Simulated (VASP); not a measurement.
Set up this calculation in VASP 6.6.1, as the native input.

```
Task                   : single point
Functional             : r2SCAN
Potentials or basis    : VASP PAW PBE potentials, release 64 (B, N)
Cutoff                 : 520 eV
k mesh                 : 12 × 12 × 12
Occupations            : gaussian, width 0.01 eV
Spin                   : no spin polarisation
Dipole correction      : no
Further INCAR settings : ALGO = Normal; EDIFF = 1e-07; NBANDS = 11
```

Crystal: BN.

```
B N
1.0
     0.00000    3.29286    2.16328
     1.21981    0.00000    2.16328
     1.21981    3.29286    0.00000
B N
1 1
Direct
  0.99918 0.99918 0.00082
  0.66752 0.66752 0.33248
```

This cell differs from its parent crystal: uniaxial x strain -2.5%.

The input as run:

POSCAR

```
BN
1.0
    0.0000000000      3.2928569245      2.1632761898
    1.2198095259      0.0000000000      2.1632761898
    1.2198095259      3.2928569245      0.0000000000
B N
1 1
Direct
   -0.0008201111     -0.0008201111      1.0008201111
    0.6675201011      0.6675201011      0.3324798989
```

INCAR.step1

```
PREC     = Accurate       # precision mode
ENCUT    = 520            # plane-wave cutoff, eV
ISMEAR   = 0              # smearing method
SIGMA    = 0.01           # smearing width, eV
LREAL    = False          # projectors in reciprocal space
LASPH    = True           # aspherical terms in the spheres
NELM     = 100            # most SCF steps
NBANDS   = 11             # bands
GGA      = PE             # functional
ALGO     = Normal         # electronic algorithm
EDIFF    = 1E-4           # SCF threshold, eV
LWAVE    = True           # write WAVECAR
LCHARG   = False          # write CHGCAR
```

INCAR.step2

```
PREC     = Accurate       # precision mode
ENCUT    = 520            # plane-wave cutoff, eV
EDIFF    = 1E-7           # SCF threshold, eV
ISMEAR   = 0              # smearing method
SIGMA    = 0.01           # smearing width, eV
LREAL    = False          # projectors in reciprocal space
LASPH    = True           # aspherical terms in the spheres
NELM     = 100            # most SCF steps
ALGO     = Normal         # electronic algorithm
ISIF     = 2              # what is computed and relaxed
LWAVE    = False          # write WAVECAR
LCHARG   = True           # write CHGCAR
METAGGA  = R2SCAN         # meta-GGA
LMIXTAU  = True         
LELF     = True           # ELF
LVHAR    = True         
NBANDS   = 11             # bands
ISTART   = 1
```

KPOINTS

```
Automatic mesh
0
Gamma
  12 12 12
```

Potentials or basis: VASP PAW PBE potentials, release 64 (B, N).

Command:

```sh
$ cat potpaw_PBE.64/B/POTCAR potpaw_PBE.64/N/POTCAR > POTCAR
$ cp INCAR.step1 INCAR
$ mpirun -np 1 vasp_std > vasp.out
$ cp INCAR.step2 INCAR
$ mpirun -np 1 vasp_std > vasp.out
```

Results of the run:

```json
{"Pressure": "11.1 GPa", "Largest force": "0.004 eV/Å", "Band gap on the k mesh": "3.98 eV (least direct gap 5.31 eV)"}
```

Caveat: the cell differs from its parent crystal (uniaxial x strain -2.5%); the stress differs along the axes, from 1 to 25 GPa; the PAW data sets were made with another functional, which shifts forces and pressure a little.

Wall time 5.5 min on 1 thread of Intel(R) Xeon(R) Platinum 8259CL CPU @ 2.50GHz (Skylake/Cascade Lake), on a shared host, peak memory 0.18 GiB.
